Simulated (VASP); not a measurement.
Write the native input for VASP 6.6.1 that does the following.

* Task: single point
* Functional: BLYP
* Dispersion: D3(BJ)
* Potentials or basis: VASP PAW PBE potentials, release 64 (Mo_sv)
* Cutoff: 520 eV
* k mesh: 11 × 11 × 11
* Occupations: fermi-dirac, width 0.05 eV
* Spin: non-collinear spin, zero start, spin-orbit coupling
* Starting moments: [[0.0, 0.0, 0.0]] μB
* Dipole correction: no
* Further INCAR settings: ALGO = Normal; EDIFF = 1e-07; NBANDS = 25

The structure of Mo lies in POSCAR:

```
Mo
1.0
    0.0000000000      2.0283447598      2.0283447598
    2.0283447598      0.0000000000      2.0283447598
    2.0283447598      2.0283447598      0.0000000000
Mo
1
Direct
    0.0000000000      0.0000000000      0.0000000000
```

The input as run:

INCAR

```
PREC = Accurate
ENCUT = 520
EDIFF = 1E-7
ISMEAR = -1
SIGMA = 0.05
LREAL = False
LASPH = True
NELM = 150
ALGO = Normal
ISIF = 2
LWAVE = False
LCHARG = False
LNONCOLLINEAR = True
MAGMOM = 0 0 0
LORBIT = 11
LSORBIT = True
GGA_COMPAT = False
LORBMOM = True
LMAXMIX = 4
GGA = B5
ALDAX = 1.0
AGGAX = 1.0
AGGAC = 1.0
ALDAC = 0.0
IVDW = 12
VDW_S6 = 1.0
VDW_S8 = 2.6996
VDW_A1 = 0.4298
VDW_A2 = 4.2359
NBANDS = 25
```

KPOINTS

```
regular mesh
0
Gamma
  11 11 11
```

Potentials or basis: VASP PAW PBE potentials, release 64 (Mo_sv).

Run with:

```sh
$ cat potpaw_PBE.64/Mo_sv/POTCAR > POTCAR
$ mpirun -np 1 vasp_ncl > vasp.out
```

Results of the run:

```yaml
Pressure: -15.2 GPa
Net_moment: 0.00 μB per cell
Valence_electrons_inside_the_program's_atomic_spheres: Mo 12.46
Dispersion_energy_per_atom: -1.573 eV
```

Caveat: three body term missing; the PAW data sets were made with another functional, which shifts forces and pressure a little.

Run time: 38 s on 1 thread of Intel(R) Xeon(R) Platinum 8375C CPU @ 2.90GHz (Ice Lake), with other jobs on the host, peak memory 0.22 GiB.
